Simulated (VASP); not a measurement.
# InP (P4_322) in VASP: single point with PBE

Aim: the single point of InP with PBE.

All numbers are computed with VASP 6.6.1; they aren't measurements. Logs are shortened: lines on timing, memory, paths and dates and some standing lists are left out, and cuts for length are marked.

**1. The cell of the first run**

The typed cell holds 8 atoms: a = 3.976 Å, b = 3.976 Å, c = 10.787 Å, α = 90.00°, β = 90.00°, γ = 90.00°.

The cell was built from a structure type or drawn by symmetry, and may not be a known phase.

**2. Single point, PBE**

Input file INCAR:

```
PREC = Accurate ; ENCUT = 520
EDIFF = 1E-7 ; ISMEAR = 0
SIGMA = 0.1 ; LREAL = False
LASPH = True ; NELM = 60
ALGO = Normal ; ISIF = 2
LWAVE = False ; LCHARG = False
GGA = PE ; NBANDS = 46
```

Input file KPOINTS:

```
Automatic mesh
0
Gamma
  4 4 2
```

Input file POSCAR:

```
InP
1.0
    3.9757160879      0.0000000000      0.0000000000
    0.0000000000      3.9757160879      0.0000000000
    0.0000000000      0.0000000000     10.7871844617
In P
4 4
Direct
   -0.0002937901      0.5000000000      0.2500000000
    0.5000000000      1.0002937901      0.5000000000
    0.5000000000     -0.0002937901      0.0000000000
    1.0002937901      0.5000000000      0.7500000000
    0.0000000000      0.5009697920      0.5000000000
    0.4990302080      0.0000000000      0.2500000000
    0.5009697920      0.0000000000      0.7500000000
    0.0000000000      0.4990302080      0.0000000000
```

Potentials or basis: VASP PAW PBE potentials, release 64 (In_d, P).

Started as:

```console
cat potpaw_PBE.64/In_d/POTCAR potpaw_PBE.64/P/POTCAR > POTCAR
mpirun -np 1 vasp_std > vasp.out
```

OUTCAR:

```text
PREC = Accurate
   ENCUT = 520
   EDIFF = 1E-7
   ISMEAR = 0
   LREAL = False
   LASPH = True
   NELM = 60
   ISIF = 2
   GGA = PE

 ion  position               nearest neighbor table
   1  1.000  0.500  0.250-   5 2.70   8 2.70   6 2.81   6 2.81   6 2.81   6 2.81   2 3.89   3 3.89
                             3 3.90   2 3.90   2 3.90   3 3.90   2 3.90   3 3.90
   2  0.500  0.000  0.500-   6 2.70   7 2.70   5 2.81   5 2.81   5 2.81   5 2.81   4 3.89   1 3.89
                             4 3.90   4 3.90   1 3.90   1 3.90   4 3.90   1 3.90
   3  0.500  1.000  0.000-   6 2.70   7 2.70   8 2.81   8 2.81   8 2.81   8 2.81   1 3.89   4 3.89
                             4 3.90   1 3.90   4 3.90   1 3.90   1 3.90   4 3.90
   4  0.000  0.500  0.750-   5 2.70   8 2.70   7 2.81   7 2.81   7 2.81   7 2.81   2 3.89   3 3.89
                             3 3.90   2 3.90   2 3.90   3 3.90   2 3.90   3 3.90
   5  0.000  0.501  0.500-   1 2.70   4 2.70   2 2.81   2 2.81   2 2.81   2 2.81
   6  0.499  0.000  0.250-   2 2.70   3 2.70   1 2.81   1 2.81   1 2.81   1 2.81
   7  0.501  0.000  0.750-   2 2.70   3 2.70   4 2.81   4 2.81   4 2.81   4 2.81
   8  0.000  0.499  0.000-   1 2.70   4 2.70   3 2.81   3 2.81   3 2.81   3 2.81

  LATTYP: Found a simple tetragonal cell.
 ALAT       =     3.9757160879
 C/A-ratio  =     2.7132683077

  Lattice vectors:

 A1 = (   3.9757160879,   0.0000000000,   0.0000000000)
 A2 = (   0.0000000000,   3.9757160879,   0.0000000000)
 A3 = (   0.0000000000,   0.0000000000,  10.7871844617)

Analysis of symmetry for initial positions (statically):
=====================================================================
 Subroutine PRICEL returns:
 Original cell was already a primitive cell.

 Routine SETGRP: Setting up the symmetry group for a
 simple tetragonal supercell.

 Subroutine GETGRP returns: Found  8 space group operations
 (whereof  2 operations were pure point group operations)
 out of a pool of 16 trial point group operations.

The static configuration has the point symmetry C_2 .
 The point group associated with its full space group is D_4 .

Analysis of symmetry for dynamics (positions and initial velocities):
=====================================================================
 Subroutine PRICEL returns:
 Original cell was already a primitive cell.

 Routine SETGRP: Setting up the symmetry group for a
 simple tetragonal supercell.

 Subroutine GETGRP returns: Found  8 space group operations
 (whereof  2 operations were pure point group operations)
 out of a pool of 16 trial point group operations.

[... 107 lines left out ...]
   ISYM   =      2    0-nonsym 1-usesym 2-fastsym
   POTIM  = 0.5000    time-step for ionic-motion
   TEBEG  =    0.0;   TEEND  =   0.0 temperature during run
   PSTRESS=    0.0 pullay stress
   NELECT =      72.0000    total number of electrons
   NUPDOWN=      -1.0000    fix difference up-down
   EMIN   =  10.00;   EMAX   =-10.00  energy-range for DOS
   EFERMI =   0.00;   METHOD = LEGACY
   ISMEAR =     0;   SIGMA  =   0.10  broadening in eV -4-tet -1-fermi 0-gaus
   EFERMI_NEDOS =   21; number of points for ismear=-14 and -15
   IALGO  =     38    algorithm
   IMIX   =      4    mixing-type and parameters
     AMIX     =   0.40;   BMIX     =  1.00
     AMIX_MAG =   1.60;   BMIX_MAG =  1.00
  volume/ion in A,a.u.               =      21.31       143.83
  Fermi-wavevector in a.u.,A,eV,Ry     =   1.228210  2.320981 20.524394  1.508500
  Thomas-Fermi vector in A             =   2.363144
   LORBIT       =      0    0 simple, 1 ext, 2 COOP (PROOUT), +10 PAW based schemes
   GGA     = PE    functional components
   LHFCALC =     F    Hartree Fock is set to
   AEXX    =    0.0000 exact exchange contribution
   IVDW    =     0    specifies the selected vdW correction
   LEPSILON=     F    determine dielectric tensor
   LRPA    =     F    only Hartree local field effects (RPA)
 non-spin polarized calculation
 Gauss-broadening in eV      SIGMA  =   0.10
  energy-cutoff  :      520.00
  volume of cell :      170.51
 maximum number of plane-waves:      4625
 NGX is ok and might be reduce to    30
   NGX = 15   NGY = 15   NGZ = 41

 number of electron      72.0000018 magnetization

 Free energy of the ion-electron system (eV)
  ---------------------------------------------------
  ext. energy  EPLUGINS =         0.00000000
  ---------------------------------------------------
  free energy    TOTEN  =       -31.25204865 eV

  energy without entropy =      -31.23959856  energy(sigma->0) =      -31.24582360

 E-fermi :   7.1188     XC(G=0): -10.3701

 val. band max:        7.0845545219   @ k =   0.5000   0.0000   0.0000
 cond. band min:       7.2279516608   @ k =   0.2500   0.0000   0.0000
 fundamental gap:      0.1433971389
 Fermi energy:         7.1187990336

 k-point     1 :       0.0000    0.0000    0.0000
  band No.  band energies     occupation
      1      -7.6196      2.00000
      2      -7.4174      2.00000
      3      -7.4174      2.00000
      4      -7.3257      2.00000
      5      -7.3072      2.00000
      6      -7.2961      2.00000
[... 577 lines left out ...]
     45      14.7634      0.00000
     46      14.7634      0.00000

------------------------ aborting loop because EDIFF is reached ----------------------------------------

  FORCE on cell =-STRESS in cart. coord.  units (eV):
  Direction    XX          YY          ZZ          XY          YZ          ZX
  --------------------------------------------------------------------------------------
  -------------------------------------------------------------------------------------
  Total       -0.2135282     -0.2135282     -0.1268796      0.0000000      0.0000000     -0.0000000
  in kB       -2.0064434     -2.0064434     -1.1922393      0.0000000      0.0000000     -0.0000000
  external PRESSURE =      -1.7350420 kB  Pullay stress =       0.0000000 kB

 VOLUME and BASIS-vectors are now :
 -----------------------------------------------------------------------------
  energy-cutoff  :      520.00
  volume of cell :      170.51
      direct lattice vectors                 reciprocal lattice vectors
     3.975716088  0.000000000  0.000000000     0.251527015  0.000000000  0.000000000
     0.000000000  3.975716088  0.000000000     0.000000000  0.251527015  0.000000000
     0.000000000  0.000000000 10.787184462     0.000000000  0.000000000  0.092702596

 POSITION                                       TOTAL-FORCE (eV/Angst)
 -----------------------------------------------------------------------------------
      3.97455      1.98786      2.69680        -0.000733     -0.000000     -0.000000
      1.98786      0.00117      5.39359        -0.000000      0.000733     -0.000000
      1.98786      3.97455      0.00000         0.000000     -0.000733      0.000000
      0.00117      1.98786      8.09039         0.000733     -0.000000      0.000000
      0.00000      1.99171      5.39359        -0.000000     -0.002390     -0.000000
      1.98400      0.00000      2.69680         0.002390      0.000000      0.000000
      1.99171      0.00000      8.09039        -0.002390      0.000000      0.000000
      0.00000      1.98400      0.00000        -0.000000      0.002390      0.000000
 -----------------------------------------------------------------------------------
    total drift:                               -0.000000      0.000000     -0.000000

  FREE ENERGIE OF THE ION-ELECTRON SYSTEM (eV)
  ---------------------------------------------------
  free  energy   TOTEN  =       -31.2520486460 eV

  energy  without entropy=      -31.2395985622  energy(sigma->0) =      -31.24582360
```

stdout:

```text
POSCAR found type information on POSCAR InP
 POSCAR found :  2 types and       8 ions
 scaLAPACK will be used
 LDA part: xc-table for (Slater+PW92), standard interpolation
 POSCAR, INCAR and KPOINTS ok, starting setup
 FFT: planning ... GRIDC
 FFT: planning ... GRID_SOFT
 FFT: planning ... GRID
 WAVECAR not read
 entering main loop
```

Wall time 3 min (1 thread of Intel Xeon 8259CL, shared host); peak memory 0.29 GiB.

Results:

- Free energy: -31.2520 eV
- Pressure: -0.2 GPa
- Band gap on the k mesh: zero (bands 36 and 37 overlap by 2.26 eV)

Forces on the atoms (eV/Å):
```
In  -0.001  0.000  0.000
In   0.000  0.001  0.000
In   0.000 -0.001  0.000
In   0.001  0.000  0.000
P    0.000 -0.002  0.000
P    0.002  0.000  0.000
P   -0.002  0.000  0.000
P    0.000  0.002  0.000
```

Caveat: the k points lie up to 0.40 Å⁻¹ apart, too coarse for converged energies and pressures of a metal; spin-orbit coupling is left out, which moves the levels of the heavy elements.
